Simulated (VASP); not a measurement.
Cu: single point with PBE

Cu:

```
Cu
1.0
     0.00000    1.77135    1.80750
     1.77135    0.00000    1.80750
     1.77135    1.77135    0.00000
Cu
1
Direct
  0.00000 0.00000 0.00000
```

This cell differs from its parent crystal: strain -0.0200 x Voigt [1, 1, 0, 0, 0, 0].

```json
{
 "Program": "VASP 6.6.1",
 "Task": "single point",
 "Functional": "PBE",
 "Potentials or basis": "VASP PAW PBE potentials, release 64 (Cu)",
 "Cutoff": "520 eV",
 "k mesh": "22 × 22 × 22",
 "Occupations": "gaussian, width 0.15 eV",
 "Spin": "no spin polarisation",
 "Dipole correction": "no",
 "Further INCAR settings": "ALGO = Normal; EDIFF = 1e-06; NBANDS = 12"
}
```

| Item | Value |
| --- | --- |
| Pressure | 9.0 GPa |

Stress tensor (GPa, compression positive):
```
9.51 0.00 0.00
0.00 9.51 0.00
0.00 0.00 8.08
```

Levels at points of the mesh, in eV from the Fermi level:
```tsv
k point	band 2	band 3	band 4	band 5	band 6	band 7	band 8	band 9	band 10	band 11
(0.00, 0.00, 0.00)	-3.23	-3.12	-3.12	-2.34	-2.23	22.92	25.81	25.91	25.91	28.39
(0.50, 0.00, 0.00)	-3.25	-3.14	-1.70	-1.66	-1.13	3.96	21.23	22.52	23.05	25.36
(0.50, 0.50, 0.00)	-4.64	-1.70	-1.53	-1.53	1.17	7.04	13.72	13.72	18.26	21.24
(0.50, 0.00, 0.50)	-4.65	-1.70	-1.56	-1.49	1.61	7.58	13.22	13.25	17.86	20.78
```

It took 37 s on 1 thread of Intel(R) Xeon(R) 6975P-C (Granite Rapids), with other jobs on the host, peak memory 0.22 GiB.

Caveat: the cell differs from its parent crystal (strain -0.0200 x Voigt [1, 1, 0, 0, 0, 0]).
